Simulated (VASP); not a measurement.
# InSb (Pmmn) in VASP: further runs

The runs below take InSb through single point, relaxation of shape and atoms at fixed volume, with PBE+D3(BJ).

All numbers are computed with VASP 6.6.1; they aren't measurements. Logs are shortened: lines on timing, memory, paths and dates and some standing lists are left out, and cuts for length are marked.

## 1. The cell of the first run

The typed cell holds 4 atoms: a = 5.538 Å, b = 5.540 Å, c = 3.358 Å, α = 90.00°, β = 90.00°, γ = 90.00°.

## 2. Single point, PBE+D3(BJ) (volume scaled by 0.96)

INCAR reads:

```
SYSTEM = InSb
ALGO     = Normal         ! electronic algorithm
EDIFF    = 1E-6           ! SCF threshold, eV
ENCUT    = 520            ! plane-wave cutoff, eV
GGA      = PE             ! functional
ISIF     = 2              ! what is computed and relaxed
ISMEAR   = 0              ! smearing method
IVDW     = 12             ! dispersion correction
LASPH    = .TRUE.         ! aspherical terms in the spheres
LCHARG   = .FALSE.        ! write CHGCAR
LREAL    = .FALSE.        ! projectors in reciprocal space
LWAVE    = .FALSE.        ! write WAVECAR
NBANDS   = 26             ! bands
NELM     = 60             ! most SCF steps
PREC     = Accurate       ! precision mode
SIGMA    = 0.05           ! smearing width, eV
```

KPOINTS reads:

```
k-points
0
G
  4 4 8
  0 0 0
```

POSCAR reads:

```
InSb
1.0
    5.5378064784      0.0000000000      0.0000000000
    0.0000000000      5.5403217868      0.0000000000
    0.0000000000      0.0000000000      3.3578535859
In Sb
2 2
Direct
    0.0000000000      0.0000000000      0.0005679213
    0.5000000000      0.5000000000     -0.0005679213
    0.5000000000      0.0000000000      0.6558629679
    0.0000000000      0.5000000000      0.3441370321
```

Potentials or basis: VASP PAW PBE potentials, release 64 (In_d, Sb).

Run with:

```sh
$ cat potpaw_PBE.64/In_d/POTCAR potpaw_PBE.64/Sb/POTCAR > POTCAR
$ mpirun -np 1 vasp_std > vasp.out
```

OUTCAR:

```text
SYSTEM = InSb
   EDIFF = 1E-6
   ENCUT = 520
   GGA = PE
   ISIF = 2
   ISMEAR = 0
   IVDW = 12
   LASPH = .TRUE.
   LREAL = .FALSE.
   NELM = 60
   PREC = Accurate
 IVDW          = 12

 ion  position               nearest neighbor table
   1  0.000  0.000  0.001-   4 3.00   4 3.00   3 3.00   3 3.00   3 3.54   3 3.54   4 3.54   4 3.54
                             2 3.92   2 3.92   2 3.92   2 3.92
   2  0.500  0.500  0.999-   3 3.00   3 3.00   4 3.00   4 3.00   4 3.54   4 3.54   3 3.54   3 3.54
                             1 3.92   1 3.92   1 3.92   1 3.92
   3  0.500  0.000  0.656-   2 3.00   2 3.00   1 3.00   1 3.00   1 3.54   1 3.54   2 3.54   2 3.54

   4  0.000  0.500  0.344-   1 3.00   1 3.00   2 3.00   2 3.00   2 3.54   2 3.54   1 3.54   1 3.54

  LATTYP: Found a simple orthorhombic cell.
 ALAT       =     3.3578535859
 B/A-ratio  =     1.6492102281
 C/A-ratio  =     1.6499593103

  Lattice vectors:

 A1 = (   0.0000000000,   0.0000000000,   3.3578535859)
 A2 = (   5.5378064784,   0.0000000000,   0.0000000000)
 A3 = (   0.0000000000,   5.5403217868,   0.0000000000)

Analysis of symmetry for initial positions (statically):
=====================================================================
 Subroutine PRICEL returns:
 Original cell was already a primitive cell.

 Routine SETGRP: Setting up the symmetry group for a
 simple orthorhombic supercell.

 Subroutine GETGRP returns: Found  8 space group operations
 (whereof  4 operations were pure point group operations)
 out of a pool of  8 trial point group operations.

The static configuration has the point symmetry C_2v.
 The point group associated with its full space group is D_2h.

Analysis of symmetry for dynamics (positions and initial velocities):
=====================================================================
 Subroutine PRICEL returns:
 Original cell was already a primitive cell.

 Routine SETGRP: Setting up the symmetry group for a
 simple orthorhombic supercell.

 Subroutine GETGRP returns: Found  8 space group operations
 (whereof  4 operations were pure point group operations)
 out of a pool of  8 trial point group operations.

The dynamic configuration has the point symmetry C_2v.
 The point group associated with its full space group is D_2h.

 Subroutine INISYM returns: Found  8 space group operations
 (whereof  4 operations are pure point group operations),
 and found     1 'primitive' translations

----------------------------------------------------------------------------------------

                                     Primitive cell

  volume of cell :     103.0231

  direct lattice vectors                    reciprocal lattice vectors
     5.537806478  0.000000000  0.000000000     0.180576913  0.000000000  0.000000000
     0.000000000  5.540321787  0.000000000     0.000000000  0.180494931  0.000000000
     0.000000000  0.000000000  3.357853586     0.000000000  0.000000000  0.297809292

  length of vectors
     5.537806478  5.540321787  3.357853586     0.180576913  0.180494931  0.297809292

  position of ions in fractional coordinates (direct lattice)
     0.000000000  0.000000000  0.000567921
     0.500000000  0.500000000  0.999432079
     0.500000000  0.000000000  0.655862968
     0.000000000  0.500000000  0.344137032

  ion indices of the primitive-cell ions
   primitive index   ion index
                 1           1
                 2           2
                 3           3
                 4           4

----------------------------------------------------------------------------------------

 KPOINTS: k-points

Automatic generation of k-mesh.
 Grid dimensions read from file:
 generate k-points for:    4    4    8

 Generating k-lattice:

  Cartesian coordinates                     Fractional coordinates (reciprocal lattice)
     0.045144228  0.000000000  0.000000000     0.250000000  0.000000000  0.000000000
     0.000000000  0.045123733  0.000000000     0.000000000  0.250000000  0.000000000
     0.000000000  0.000000000  0.037226162     0.000000000  0.000000000  0.125000000

  Length of vectors
     0.045144228  0.045123733  0.037226162

  Shift w.r.t. Gamma in fractional coordinates (k-lattice)
     0.000000000  0.000000000  0.000000000

 Subroutine IBZKPT returns following result:
 ===========================================

 Found     45 irreducible k-points:

 Following reciprocal coordinates:
            Coordinates               Weight
  0.000000  0.000000  0.000000      1.000000
  0.250000  0.000000  0.000000      2.000000
  0.500000  0.000000  0.000000      1.000000
  0.000000  0.250000  0.000000      2.000000
  0.250000  0.250000  0.000000      4.000000
  0.500000  0.250000  0.000000      2.000000
[... 16 lines left out ...]
  0.250000  0.250000  0.250000      8.000000
  0.500000  0.250000  0.250000      4.000000
 [... further k-points ...]
   k-points           NKPTS =     45   k-points in BZ     NKDIM =     45   number of bands    NBANDS=     26
   number of dos      NEDOS =    301   number of ions     NIONS =      4
   total plane-waves  NPLWV =  49392
   dimension x,y,z NGX =    42 NGY =   42 NGZ =   28
   dimension x,y,z NGXF=    84 NGYF=   84 NGZF=   56
   ions per type =               2   2
   NGX,Y,Z   is equivalent  to a cutoff of  12.61, 12.60, 13.86 a.u.
   NGXF,Y,Z  is equivalent  to a cutoff of  25.22, 25.21, 27.73 a.u.
 SYSTEM =  InSb
   PREC   = accura    normal or accurate (medium, high low for compatibility)
   ISTART =      0    job   : 0-new  1-cont  2-samecut
   ICHARG =      2    charge: 1-file 2-atom 10-const
   ISPIN  =      1    spin polarized calculation?
   LNONCOLLINEAR =      F non collinear calculations
   LSORBIT =      F    spin-orbit coupling
   LASPH  =      T    aspherical Exc in radial PAW
   ENCUT  =  520.0 eV  38.22 Ry    6.18 a.u.  10.30 10.30  6.24*2*pi/ulx,y,z
   NELM   =     60;   NELMIN=  2; NELMDL= -5     # of ELM steps
   EDIFF  = 0.1E-05   stopping-criterion for ELM
   LREAL  =      F    real-space projection
   EDIFFG = 0.1E-04   stopping-criterion for IOM
   NSW    =      0    number of steps for IOM
   IBRION =     -1    ionic relax: 0-MD 1-quasi-New 2-CG
   NFREE  =      0    steps in history (QN), initial steepest desc. (CG)
   ISIF   =      2    stress and relaxation
   ISYM   =      2    0-nonsym 1-usesym 2-fastsym
   POTIM  = 0.5000    time-step for ionic-motion
   TEBEG  =    0.0;   TEEND  =   0.0 temperature during run
   PSTRESS=    0.0 pullay stress
   NELECT =      36.0000    total number of electrons
   NUPDOWN=      -1.0000    fix difference up-down
   EMIN   =  10.00;   EMAX   =-10.00  energy-range for DOS
   EFERMI =   0.00;   METHOD = LEGACY
   ISMEAR =     0;   SIGMA  =   0.05  broadening in eV -4-tet -1-fermi 0-gaus
   EFERMI_NEDOS =   21; number of points for ismear=-14 and -15
   IALGO  =     38    algorithm
   IMIX   =      4    mixing-type and parameters
     AMIX     =   0.40;   BMIX     =  1.00
     AMIX_MAG =   1.60;   BMIX_MAG =  1.00
  volume/ion in A,a.u.               =      25.76       173.81
  Fermi-wavevector in a.u.,A,eV,Ry     =   1.153093  2.179029 18.090611  1.329622
  Thomas-Fermi vector in A             =   2.289739
   LORBIT       =      0    0 simple, 1 ext, 2 COOP (PROOUT), +10 PAW based schemes
   GGA     = PE    functional components
   LHFCALC =     F    Hartree Fock is set to
   AEXX    =    0.0000 exact exchange contribution
   IVDW    =    12    specifies the selected vdW correction
   LEPSILON=     F    determine dielectric tensor
   LRPA    =     F    only Hartree local field effects (RPA)
 non-spin polarized calculation
 Gauss-broadening in eV      SIGMA  =   0.05
  energy-cutoff  :      520.00
  volume of cell :      103.02
 maximum number of plane-waves:      2812
 NGX is ok and might be reduce to    42
   NGX = 21   NGY = 21   NGZ = 13

 number of electron      36.0000025 magnetization

 Free energy of the ion-electron system (eV)
  ---------------------------------------------------
  ext. energy  EPLUGINS =         0.00000000
  ---------------------------------------------------
  free energy    TOTEN  =       -13.24762947 eV

  energy without entropy =      -13.24505778  energy(sigma->0) =      -13.24634362

 E-fermi :   8.3269     XC(G=0): -10.3325

 val. band max:        8.2953284879   @ k =   0.0000   0.5000   0.3750
 cond. band min:       8.3719877950   @ k =   0.0000   0.0000   0.2500
 fundamental gap:      0.0766593071
 Fermi energy:         8.3268881572

 k-point     1 :       0.0000    0.0000    0.0000
  band No.  band energies     occupation
      1      -6.5260      2.00000
      2      -6.5214      2.00000
      3      -6.4670      2.00000
      4      -6.3814      2.00000
      5      -6.3215      2.00000
      6      -6.2844      2.00000
[... 18 lines left out ...]
     25      15.9659      0.00000
     26      15.9738      0.00000

 k-point     2 :       0.2500    0.0000    0.0000
  band No.  band energies     occupation
      1      -6.5112      2.00000
      2      -6.4891      2.00000
      3      -6.4716      2.00000
      4      -6.3629      2.00000
      5      -6.3409      2.00000
      6      -6.2816      2.00000
[... 18 lines left out ...]
     25      16.0052      0.00000
     26      16.2739      0.00000

 k-point     3 :       0.5000    0.0000    0.0000
  band No.  band energies     occupation
      1      -6.4908      2.00000
      2      -6.4908      2.00000
      3      -6.4044      2.00000
      4      -6.4044      2.00000
      5      -6.3151      2.00000
      6      -6.3151      2.00000
[... 18 lines left out ...]
     25      15.2830      0.00000
     26      15.2830      0.00000

 k-point     4 :       0.0000    0.2500    0.0000
  band No.  band energies     occupation
      1      -6.5112      2.00000
      2      -6.4890      2.00000
      3      -6.4717      2.00000
      4      -6.3629      2.00000
      5      -6.3410      2.00000
      6      -6.2816      2.00000
[... 18 lines left out ...]
     25      15.9919      0.00000
     26      16.2739      0.00000

 k-point     5 :       0.2500    0.2500    0.0000
  band No.  band energies     occupation
      1      -6.5051      2.00000
      2      -6.4778      2.00000
      3      -6.4558      2.00000
      4      -6.3491      2.00000
      5      -6.3488      2.00000
      6      -6.2893      2.00000
[... 18 lines left out ...]
     25      14.8533      0.00000
     26      15.3147      0.00000

 k-point     6 :       0.5000    0.2500    0.0000
  band No.  band energies     occupation
      1      -6.4912      2.00000
      2      -6.4912      2.00000
      3      -6.3907      2.00000
      4      -6.3907      2.00000
      5      -6.3146      2.00000
      6      -6.3146      2.00000
[... 427 lines left out ...]
 k-point    21 :       0.5000    0.0000    0.2500
  band No.  band energies     occupation
      1      -6.3973      2.00000
      2      -6.3973      2.00000
      3      -6.3442      2.00000
      4      -6.3442      2.00000
      5      -6.3428      2.00000
      6      -6.3428      2.00000
[... 18 lines left out ...]
     25      13.7911      0.00000
     26      13.7911      0.00000

 k-point    22 :       0.0000    0.2500    0.2500
  band No.  band energies     occupation
      1      -6.4553      2.00000
      2      -6.3793      2.00000
      3      -6.3570      2.00000
      4      -6.3568      2.00000
      5      -6.3511      2.00000
      6      -6.3349      2.00000
[... 18 lines left out ...]
     25      13.8942      0.00000
     26      14.1168      0.00000

 k-point    23 :       0.2500    0.2500    0.2500
  band No.  band energies     occupation
      1      -6.4323      2.00000
      2      -6.3793      2.00000
      3      -6.3686      2.00000
      4      -6.3519      2.00000
      5      -6.3456      2.00000
      6      -6.3367      2.00000
[... 18 lines left out ...]
     25      14.4623      0.00000
     26      14.7579      0.00000

 k-point    24 :       0.5000    0.2500    0.2500
  band No.  band energies     occupation
      1      -6.3904      2.00000
      2      -6.3904      2.00000
      3      -6.3606      2.00000
      4      -6.3606      2.00000
      5      -6.3570      2.00000
      6      -6.3570      2.00000
[... 18 lines left out ...]
     25      14.0886      0.00000
     26      14.0886      0.00000

 [... further k-points ...]

------------------------ aborting loop because EDIFF is reached ----------------------------------------

 Edisp (eV)   -1.76591

 E8    (eV) :    -0.8468

  FORCE on cell =-STRESS in cart. coord.  units (eV):
  Direction    XX          YY          ZZ          XY          YZ          ZX
  --------------------------------------------------------------------------------------
  -------------------------------------------------------------------------------------
  Total       1.31320     1.30989     1.31355     0.00000     0.00000     0.00000
  in kB      20.42248    20.37089    20.42790     0.00000     0.00000     0.00000
  external pressure =       20.41 kB  Pullay stress =        0.00 kB

 VOLUME and BASIS-vectors are now :
 -----------------------------------------------------------------------------
  energy-cutoff  :      520.00
  volume of cell :      103.02
      direct lattice vectors                 reciprocal lattice vectors
     5.537806478  0.000000000  0.000000000     0.180576913  0.000000000  0.000000000
     0.000000000  5.540321787  0.000000000     0.000000000  0.180494931  0.000000000
     0.000000000  0.000000000  3.357853586     0.000000000  0.000000000  0.297809292

 POSITION                                       TOTAL-FORCE (eV/Angst)
 -----------------------------------------------------------------------------------
      0.00000      0.00000      0.00191         0.000000      0.000000     -0.000020
      2.76890      2.77016      3.35595         0.000000      0.000000      0.000020
      2.76890      0.00000      2.20229         0.000000      0.000000     -0.028921
      0.00000      2.77016      1.15556         0.000000      0.000000      0.028921
 -----------------------------------------------------------------------------------
    total drift:                                0.000000     -0.000000      0.000000

  FREE ENERGIE OF THE ION-ELECTRON SYSTEM (eV)
  ---------------------------------------------------
  free  energy   TOTEN  =       -15.0135383808 eV

  energy  without entropy=      -15.0109666895  energy(sigma->0) =      -15.01225254
```

It took 47 s on 1 thread of Intel Xeon 6975P-C (Granite Rapids), shared host; peak memory 0.28 GiB.

What came out:

```
Free energy                : -15.0135 eV
Pressure                   : 2.0 GPa
Largest force              : 0.029 eV/Å
Band gap on the k mesh     : zero (band 18 reaches 10.41 eV, above the bottom of band 19 at 6.77 eV)
Dispersion energy per atom : -0.441 eV
```

Forces in eV/Å, atoms in the order of the input:
```
In   0.000  0.000  0.000
In   0.000  0.000  0.000
Sb   0.000  0.000 -0.029
Sb   0.000  0.000  0.029
```

Levels at points of the mesh, in eV from the Fermi level:
```tsv
k point	band 14	band 15	band 16	band 17	band 18	band 19	band 20	band 21	band 22	band 23
(0.00, 0.00, 0.00)	-4.99	-4.99	-2.35	-1.76	-1.76	2.46	2.53	3.44	5.68	7.52
(0.50, 0.00, 0.00)	-5.66	-3.76	-3.76	0.77	0.77	2.54	2.54	4.64	4.64	5.57
(0.00, 0.50, 0.00)	-5.65	-3.76	-3.76	0.77	0.77	2.54	2.54	4.63	4.63	5.58
(0.50, 0.50, 0.00)	-7.75	0.08	0.08	2.09	2.09	2.59	2.59	2.82	2.82	2.99
(0.00, 0.00, 0.50)	-3.45	-2.39	-1.79	-1.79	-1.56	-1.56	-0.86	1.53	1.57	2.88
(0.50, 0.00, 0.50)	-5.66	-1.98	-1.98	-1.57	-1.57	-1.34	-1.34	1.61	1.61	3.61
(0.00, 0.50, 0.50)	-5.66	-1.98	-1.98	-1.56	-1.56	-1.33	-1.33	1.61	1.61	3.60
(0.50, 0.50, 0.50)	-4.54	-4.51	-4.51	-3.93	-3.93	2.61	2.61	4.36	4.36	4.88
```

Caveat: three body term missing; spin-orbit coupling is left out, which moves the levels of the heavy elements; pairwise dispersion overbinds metals, which lowers pressure and volume.

[end of part 1 of 2]
